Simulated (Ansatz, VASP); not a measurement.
# One calculation of BiTe, two programs

```
Bi Te
1.0
    -1.02280    2.81271    2.81271
     2.81271   -1.02280    2.81271
     2.81271    2.81271   -1.02280
Bi Te
1 1
Cartesian
  0.0000 0.0000 0.0000
  2.3013 2.3013 2.3013
```

Alike in both runs: task single point; functional PBE; k mesh 14 × 14 × 14; occupations gaussian, width 0.15 eV; no spin polarisation.

```csv
,VASP,Ansatz
version,VASP 6.6.1,Ansatz 0.2.0
potentials or method,"VASP PAW PBE potentials, release 64 (Bi_d, Te), cutoff 520 eV","scalar-relativistic, plane waves, PAW"
valence electrons in the cell,21,31
```

Ansatz gave:

- gap on the k mesh at the Fermi level (eV): none
- pressure (GPa): -3.8
- traceless stress, the component that is largest in VASP (GPa): 1.10

Q: What did VASP give for the same quantities?

A: gap on the k mesh at the Fermi level (eV): none; pressure (GPa): -3.9; traceless stress, the component that is largest in VASP (GPa): 1.11.

A gap of «none» marks a metal or a gap that the smearing closes. VASP's potentials hold 21 valence electrons a cell and Ansatz's 31, so a difference there can come from the potentials and not from the codes.

Neither program's run includes spin-orbit coupling.
